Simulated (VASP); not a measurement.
**Hg: single point with PBEsol**

Crystal: Hg.

```
Hg
1.0
    -2.00760    2.00760    1.85633
     2.00760   -2.00760    1.85633
     2.00760    2.00760   -1.85633
Hg
1
Direct
  0.00000 0.00000 0.00000
```

This cell differs from its parent crystal: strain -0.030 along x and y, +0.030 along z.

- Program: VASP 6.6.1
- Task: single point
- Functional: PBEsol
- Potentials or basis: VASP PAW PBE potentials, release 64 (Hg)
- Cutoff: 520 eV
- k mesh: 18 × 18 × 18
- Occupations: gaussian, width 0.15 eV
- Spin: no spin polarisation
- Dipole correction: no
- Further INCAR settings: ALGO = Fast; EDIFF = 1e-07; NBANDS = 12

| Property | Result |
| --- | --- |
| Pressure | -3.1 GPa |
| Band gap on the k mesh | zero (band 6 reaches 2.40 eV, above the bottom of band 7 at 0.20 eV) |

Stress tensor (GPa, compression positive):
```
-3.15  0.00  0.00
 0.00 -3.15  0.00
 0.00  0.00 -3.06
```

Levels at points of the mesh, in eV from the Fermi level:
| k point | band 4 | band 5 | band 6 | band 7 | band 8 | band 9 |
| --- | --- | --- | --- | --- | --- | --- |
| (0.00, 0.00, 0.00) | -6.26 | -5.86 | -5.70 | 12.75 | 12.75 | 13.98 |
| (0.50, 0.00, 0.00) | -5.65 | -5.36 | -1.48 | -0.37 | 7.94 | 8.95 |
| (0.50, 0.50, 0.00) | -5.79 | -5.38 | -1.93 | -0.62 | 9.08 | 10.27 |
| (0.50, 0.50, 0.50) | -5.47 | -5.42 | 1.57 | 3.29 | 3.29 | 4.85 |

It took 2.2 min on 1 thread of Intel Xeon 6975P-C, with other jobs on the host, peak memory 0.29 GiB.

Caveat: the cell differs from its parent crystal (strain -0.030 along x and y, +0.030 along z); the PAW data sets were made with another functional, which shifts forces and pressure a little; spin-orbit coupling is left out, which moves the levels of the heavy elements.
